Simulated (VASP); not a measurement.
**SiCl5: relaxation of cell and atoms with PBE**

Crystal: SiCl5.

```
Si Cl
1.0
     6.11567    0.00000    0.00000
    -3.05783    5.29633    0.00000
     0.00000    0.00000    5.09050
Si Cl
1 5
Direct
  0.33333 0.66667 0.00000
  0.85611 0.14389 0.50000
  0.85611 0.71221 0.50000
  0.28779 0.14389 0.50000
  0.00000 0.00000 0.00000
  0.33333 0.66667 0.50000
```

| Quantity | Value |
| --- | --- |
| Program | VASP 6.6.1 |
| Task | relaxation of cell and atoms |
| Functional | PBE |
| Potentials or basis | VASP PAW PBE potentials, release 64 (Si, Cl) |
| Cutoff | 600 eV |
| k mesh | 3 × 3 × 4 |
| Occupations | gaussian, width 0.1 eV |
| Spin | no spin polarisation |
| Dipole correction | no |
| Further INCAR settings | ALGO = Normal; EDIFF = 1e-07; IBRION = 2; EDIFFG = -0.04; NSW = 90; ISIF = 3 |

```yaml
Relaxed_volume: 27.53 Å³/atom
Relaxed_cell: a = 6.304 Å, b = 6.304 Å, c = 4.799 Å, α = 90.00°, β = 90.00°, γ = 120.00°
Space_group_after_relaxing_to_0.05_Å: P-6m2 (No. 187)
Energy_gained_by_relaxing: 134.9 meV/atom
Ionic_steps: 16
Pressure_after_relaxing: 0.1 GPa
Largest_force_after_relaxing: 0.038 eV/Å
```

Forces in eV/Å, atoms in the order of the input:
```
Si   0.000  0.000  0.000
Cl  -0.033  0.019  0.000
Cl   0.000 -0.038  0.000
Cl   0.033  0.019  0.000
Cl   0.000  0.000  0.000
Cl   0.000  0.000  0.000
```

Stress tensor (GPa, compression positive):
```
 0.20  0.00  0.00
 0.00  0.20  0.00
 0.00  0.00 -0.22
```

Step by step:
```csv
step,energy change (eV),largest force (eV/Å),pressure (GPa),volume (Å³)
1,0.0000,1.1283,0.93,164.88
2,-0.1548,0.7029,-0.39,168.74
3,-0.2369,0.3183,-1.80,174.73
4,-0.3806,0.3192,-1.02,166.94
5,-0.4890,0.4449,0.73,156.14
6,-0.4931,0.4860,1.73,151.68
7,-0.5611,0.5017,2.07,150.35
8,-0.5551,0.5770,4.52,146.40
9,-0.6175,0.4029,2.56,149.09
10,-0.6350,0.0739,3.37,147.74
11,-0.7293,0.4409,2.15,155.27
12,-0.7296,0.4878,2.08,155.87
13,-0.7993,0.1149,0.66,161.85
14,-0.8078,0.0434,0.01,165.18
15,-0.8078,0.0352,0.04,164.99
16,-0.8094,0.0379,0.06,165.19
```

Final structure:
```
CELL_PARAMETERS angstrom
6.30435 0.00000 0.00000
-3.15218 5.45973 0.00000
0.00000 0.00000 4.79912
ATOMIC_POSITIONS crystal
Si 0.33333 0.66667 0.00000
Cl 0.80529 0.19471 0.50000
Cl 0.80529 0.61058 0.50000
Cl 0.38942 0.19471 0.50000
Cl 0.00000 0.00000 0.00000
Cl 0.33333 0.66667 0.50000
```

Levels at points of the mesh, in eV from the Fermi level:
```tsv
k point	band 17	band 18	band 19	band 20	band 21	band 22
(0.00, 0.00, 0.00)	-1.35	-0.81	-0.32	0.35	0.35	1.59
(0.00, 0.00, 0.50)	-0.78	-0.78	-0.31	0.28	0.28	0.72
```

It took 4.9 min on 1 thread of Intel(R) Xeon(R) 6975P-C (Granite Rapids), with other jobs on the host, peak memory 0.32 GiB.

Caveat: the k points lie up to 0.38 Å⁻¹ apart in the final cell; an odd number of electrons without spin polarisation forces a metal; a magnetic or distorted state may lie lower.
